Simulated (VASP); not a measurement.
# SiMo3 (P4_2mc) in VASP: further runs, part 2 of 2

VASP 6.6.1.

**3. Single point, PBEsol (atoms displaced along a vibrational mode)**

Contents of INCAR:

```
SYSTEM = SiMo3
PREC = Accurate ; ENCUT = 520
EDIFF = 1E-6 ; ISMEAR = 0
SIGMA = 0.15 ; LREAL = .False.
LASPH = .True. ; NELM = 60
ALGO = Fast ; ISIF = 2
LWAVE = .False. ; LCHARG = .False.
GGA = PS ; NBANDS = 56
```

Contents of KPOINTS:

```
Automatic mesh
0
Gamma
  8 8 8
  0 0 0
```

Contents of POSCAR:

```
SiMo3
1.0
    4.8615851677      0.0000000000      0.0000000000
    0.0000000000      4.8615851677      0.0000000000
    0.0000000000      0.0000000000      4.8615851677
Si Mo
2 6
Direct
    0.0000000000      0.0141547851      0.0000000000
    0.5000000000      0.5141547851      0.5000000000
    0.2500000000      0.0210690156      0.5000000000
    0.5000000000      0.7037187991      0.0000000000
    0.7500000000      0.0210690156      0.5000000000
    0.5000000000      0.2037187991      0.0000000000
    0.0000000000      0.5210690156      0.7500000000
    0.0000000000      0.5210690156      0.2500000000
```

Potentials or basis: VASP PAW PBE potentials, release 64 (Si, Mo_sv).

On the command line:

```sh
$ cat potpaw_PBE.64/Si/POTCAR potpaw_PBE.64/Mo_sv/POTCAR > POTCAR
$ mpirun -np 1 vasp_std > vasp.out
```

OUTCAR:

```text
SYSTEM = SiMo3
   PREC = Accurate
   ENCUT = 520
   EDIFF = 1E-6
   ISMEAR = 0
   LREAL = .False.
   LASPH = .True.
   NELM = 60
   ISIF = 2
   GGA = PS

 ion  position               nearest neighbor table
   1  0.000  0.014  0.000-   6 2.60   6 2.60   8 2.69   7 2.69   3 2.72   3 2.72   5 2.72   5 2.72
                             7 2.75   8 2.75   4 2.86   4 2.86
   2  0.500  0.514  0.500-   4 2.60   4 2.60   5 2.69   3 2.69   8 2.72   7 2.72   7 2.72   8 2.72
                             3 2.75   5 2.75   6 2.86   6 2.86
   3  0.250  0.021  0.500-   5 2.43   5 2.43   2 2.69   1 2.72   1 2.72   2 2.75   6 2.86   6 2.86
                             7 2.98   7 2.98   8 2.98   8 2.98   4 3.13   4 3.13
   4  0.500  0.704  0.000-   6 2.43   6 2.43   2 2.60   2 2.60   7 2.86   8 2.86   7 2.86   8 2.86
                             1 2.86   1 2.86   3 3.13   5 3.13   3 3.13   5 3.13
   5  0.750  0.021  0.500-   3 2.43   3 2.43   2 2.69   1 2.72   1 2.72   2 2.75   6 2.86   6 2.86
                             7 2.98   7 2.98   8 2.98   8 2.98   4 3.13   4 3.13
   6  0.500  0.204  0.000-   4 2.43   4 2.43   1 2.60   1 2.60   3 2.86   5 2.86   3 2.86   5 2.86
                             2 2.86   2 2.86   8 3.13   7 3.13   7 3.13   8 3.13
   7  0.000  0.521  0.750-   8 2.43   8 2.43   1 2.69   2 2.72   2 2.72   1 2.75   4 2.86   4 2.86
                             3 2.98   5 2.98   5 2.98   3 2.98   6 3.13   6 3.13
   8  0.000  0.521  0.250-   7 2.43   7 2.43   1 2.69   2 2.72   2 2.72   1 2.75   4 2.86   4 2.86
                             3 2.98   5 2.98   5 2.98   3 2.98   6 3.13   6 3.13

  LATTYP: Found a simple cubic cell.
 ALAT       =     4.8615851677

  Lattice vectors:

 A1 = (   4.8615851677,   0.0000000000,   0.0000000000)
 A2 = (   0.0000000000,   4.8615851677,   0.0000000000)
 A3 = (   0.0000000000,   0.0000000000,   4.8615851677)

Analysis of symmetry for initial positions (statically):
=====================================================================
 Subroutine PRICEL returns:
 Original cell was already a primitive cell.

 Routine SETGRP: Setting up the symmetry group for a
 simple cubic supercell.

 Subroutine GETGRP returns: Found  8 space group operations
 (whereof  4 operations were pure point group operations)
 out of a pool of 48 trial point group operations.

The static configuration has the point symmetry C_2v.
 The point group associated with its full space group is C_4v.

Analysis of symmetry for dynamics (positions and initial velocities):
=====================================================================
 Subroutine PRICEL returns:
 Original cell was already a primitive cell.

 Routine SETGRP: Setting up the symmetry group for a
 simple cubic supercell.

 Subroutine GETGRP returns: Found  8 space group operations
 (whereof  4 operations were pure point group operations)
 out of a pool of 48 trial point group operations.

The dynamic configuration has the point symmetry C_2v.
 The point group associated with its full space group is C_4v.

 Subroutine INISYM returns: Found  8 space group operations
 (whereof  4 operations are pure point group operations),
 and found     1 'primitive' translations

----------------------------------------------------------------------------------------

                                     Primitive cell

  volume of cell :     114.9036

  direct lattice vectors                    reciprocal lattice vectors
     4.861585168  0.000000000  0.000000000     0.205694226  0.000000000  0.000000000
     0.000000000  4.861585168  0.000000000     0.000000000  0.205694226  0.000000000
[... 82 lines left out ...]
   dimension x,y,z NGX =    36 NGY =   36 NGZ =   36
   dimension x,y,z NGXF=    72 NGYF=   72 NGZF=   72
   ions per type =               2   6
   NGX,Y,Z   is equivalent  to a cutoff of  12.31, 12.31, 12.31 a.u.
   NGXF,Y,Z  is equivalent  to a cutoff of  24.62, 24.62, 24.62 a.u.
 SYSTEM =  SiMo3
   PREC   = accura    normal or accurate (medium, high low for compatibility)
   ISTART =      0    job   : 0-new  1-cont  2-samecut
   ICHARG =      2    charge: 1-file 2-atom 10-const
   ISPIN  =      1    spin polarized calculation?
   LNONCOLLINEAR =      F non collinear calculations
   LSORBIT =      F    spin-orbit coupling
   LASPH  =      T    aspherical Exc in radial PAW
   ENCUT  =  520.0 eV  38.22 Ry    6.18 a.u.   9.04  9.04  9.04*2*pi/ulx,y,z
   NELM   =     60;   NELMIN=  2; NELMDL= -5     # of ELM steps
   EDIFF  = 0.1E-05   stopping-criterion for ELM
   LREAL  =      F    real-space projection
   EDIFFG = 0.1E-04   stopping-criterion for IOM
   NSW    =      0    number of steps for IOM
   IBRION =     -1    ionic relax: 0-MD 1-quasi-New 2-CG
   NFREE  =      0    steps in history (QN), initial steepest desc. (CG)
   ISIF   =      2    stress and relaxation
   ISYM   =      2    0-nonsym 1-usesym 2-fastsym
   POTIM  = 0.5000    time-step for ionic-motion
   TEBEG  =    0.0;   TEEND  =   0.0 temperature during run
   PSTRESS=    0.0 pullay stress
   NELECT =      92.0000    total number of electrons
   NUPDOWN=      -1.0000    fix difference up-down
   EMIN   =  10.00;   EMAX   =-10.00  energy-range for DOS
   EFERMI =   0.00;   METHOD = LEGACY
   ISMEAR =     0;   SIGMA  =   0.15  broadening in eV -4-tet -1-fermi 0-gaus
   EFERMI_NEDOS =   21; number of points for ismear=-14 and -15
   IALGO  =     68    algorithm
   IMIX   =      4    mixing-type and parameters
     AMIX     =   0.40;   BMIX     =  1.00
     AMIX_MAG =   1.60;   BMIX_MAG =  1.00
  volume/ion in A,a.u.               =      14.36        96.93
  Fermi-wavevector in a.u.,A,eV,Ry     =   1.520173  2.872710 31.442036  2.310924
  Thomas-Fermi vector in A             =   2.629059
   LORBIT       =      0    0 simple, 1 ext, 2 COOP (PROOUT), +10 PAW based schemes
   GGA     = PS    functional components
   LHFCALC =     F    Hartree Fock is set to
   AEXX    =    0.0000 exact exchange contribution
   IVDW    =     0    specifies the selected vdW correction
   LEPSILON=     F    determine dielectric tensor
   LRPA    =     F    only Hartree local field effects (RPA)
 non-spin polarized calculation
 RMM-DIIS sequential band-by-band and
 Gauss-broadening in eV      SIGMA  =   0.15
  energy-cutoff  :      520.00
  volume of cell :      114.90
 maximum number of plane-waves:      3136
   NGX = 19   NGY = 19   NGZ = 19

 number of electron      92.0000009 magnetization

 Free energy of the ion-electron system (eV)
  ---------------------------------------------------
  ext. energy  EPLUGINS =         0.00000000
  ---------------------------------------------------
  free energy    TOTEN  =       -84.54534108 eV

  energy without entropy =      -84.49704591  energy(sigma->0) =      -84.52119350

 E-fermi :  12.8521     XC(G=0): -13.3158

 val. band max:       12.8479795368   @ k =   0.3750   0.3750   0.0000
 cond. band min:      12.8530140366   @ k =   0.5000   0.1250   0.1250
 fundamental gap:      0.0050344998
 Fermi energy:        12.8520969266

 k-point     1 :       0.0000    0.0000    0.0000
  band No.  band energies     occupation
      1     -48.2607      2.00000
      2     -48.1375      2.00000
      3     -48.1210      2.00000
      4     -47.7824      2.00000
      5     -47.7824      2.00000
      6     -47.7660      2.00000
[... 1405 lines left out ...]
     55      15.6140      0.00000
     56      15.6364      0.00000

 [... further k-points ...]

------------------------ aborting loop because EDIFF is reached ----------------------------------------

  FORCE on cell =-STRESS in cart. coord.  units (eV):
  Direction    XX          YY          ZZ          XY          YZ          ZX
  --------------------------------------------------------------------------------------
  -------------------------------------------------------------------------------------
  Total        2.1019119      1.3350406      2.1019119      0.0000000      0.0000000      0.0000000
  in kB       29.3083521     18.6153573     29.3083521      0.0000000      0.0000000      0.0000000
  external PRESSURE =      25.7440205 kB  Pullay stress =       0.0000000 kB

 VOLUME and BASIS-vectors are now :
 -----------------------------------------------------------------------------
  energy-cutoff  :      520.00
  volume of cell :      114.90
      direct lattice vectors                 reciprocal lattice vectors
     4.861585168  0.000000000  0.000000000     0.205694226  0.000000000  0.000000000
     0.000000000  4.861585168  0.000000000     0.000000000  0.205694226  0.000000000
     0.000000000  0.000000000  4.861585168     0.000000000  0.000000000  0.205694226

 POSITION                                       TOTAL-FORCE (eV/Angst)
 -----------------------------------------------------------------------------------
      0.00000      0.06881      0.00000         0.000000     -0.168021     -0.000000
      2.43079      2.49961      2.43079         0.000000     -0.168021     -0.000000
      1.21540      0.10243      2.43079        -0.044293     -0.841822     -0.000000
      2.43079      3.42119      0.00000         0.000000      1.851666     -0.000000
      3.64619      0.10243      2.43079         0.044293     -0.841822     -0.000000
      2.43079      0.99040      0.00000         0.000000      1.851666     -0.000000
      0.00000      2.53322      3.64619         0.000000     -0.841822     -0.044293
      0.00000      2.53322      1.21540         0.000000     -0.841822      0.044293
 -----------------------------------------------------------------------------------
    total drift:                                0.000000     -0.000112     -0.000000

  FREE ENERGIE OF THE ION-ELECTRON SYSTEM (eV)
  ---------------------------------------------------
  free  energy   TOTEN  =       -84.5453410849 eV

  energy  without entropy=      -84.4970459137  energy(sigma->0) =      -84.52119350
```

Wall time 6 min (1 thread of Intel Xeon Platinum 8259CL at 2.50GHz (Skylake/Cascade Lake), shared host); peak memory 0.44 GiB.

What came out:

- Free energy: -84.5453 eV
- Pressure: 2.6 GPa
- Largest force: 1.852 eV/Å
- Band gap on the k mesh: zero (bands 46 and 47 overlap by 2.29 eV)

Forces on the atoms (eV/Å):
```
Si   0.000 -0.168  0.000
Si   0.000 -0.168  0.000
Mo  -0.044 -0.842  0.000
Mo   0.000  1.852  0.000
Mo   0.044 -0.842  0.000
Mo   0.000  1.852  0.000
Mo   0.000 -0.842 -0.044
Mo   0.000 -0.842  0.044
```

Caveat: the cell differs from its parent crystal (atoms displaced along a vibrational mode); the PAW data sets were made with another functional, which shifts forces and pressure a little.
